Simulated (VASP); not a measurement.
Input of a VASP 6.6.1 run:

File INCAR:

```
PREC     = Accurate       # precision mode
ENCUT    = 520            # plane-wave cutoff, eV
EDIFF    = 1E-6           # SCF threshold, eV
ISMEAR   = -1             # smearing method
SIGMA    = 0.05           # smearing width, eV
LREAL    = False          # projectors in reciprocal space
LASPH    = True           # aspherical terms in the spheres
NELM     = 60             # most SCF steps
ALGO     = Normal         # electronic algorithm
ISIF     = 2              # what is computed and relaxed
LWAVE    = False          # write WAVECAR
LCHARG   = True           # write CHGCAR
GGA      = PS             # functional
LELF     = True           # ELF
LVHAR    = True         
NBANDS   = 15             # bands
```

The input KPOINTS:

```
Automatic mesh
0
Gamma
  8 8 4
```

POSCAR

```
MgI2
1.0
    4.1122139279      0.0000000000      0.0000000000
   -2.0561069639      3.5612817274      0.0000000000
    0.0000000000      0.0000000000      6.8338241120
I Mg
2 1
Direct
    0.6666666667      0.3333333333      0.7500000000
    0.3333333333      0.6666666667      0.2500000000
    0.0000000000      0.0000000000      0.0000000000
```

Potentials or basis: VASP PAW PBE potentials, release 64 (I, Mg).

Launch:

```console
$ cat potpaw_PBE.64/I/POTCAR potpaw_PBE.64/Mg/POTCAR > POTCAR
$ mpirun -np 1 vasp_std > vasp.out
```

(1) Estimate the pressure.

(2) What does it give for the band gap on the k mesh?

(3) Estimate the largest force.

Answers

(1) -0.3 GPa.

(2) 3.44 eV (least direct gap 3.59 eV).

(3) 0.212 eV/Å.

Caveat: the PAW data sets were made with another functional, which shifts forces and pressure a little; spin-orbit coupling is left out, which moves the levels of the heavy elements; this functional lacks dispersion, which binds the layers, so the pressure and a relaxed spacing across them are unreliable.
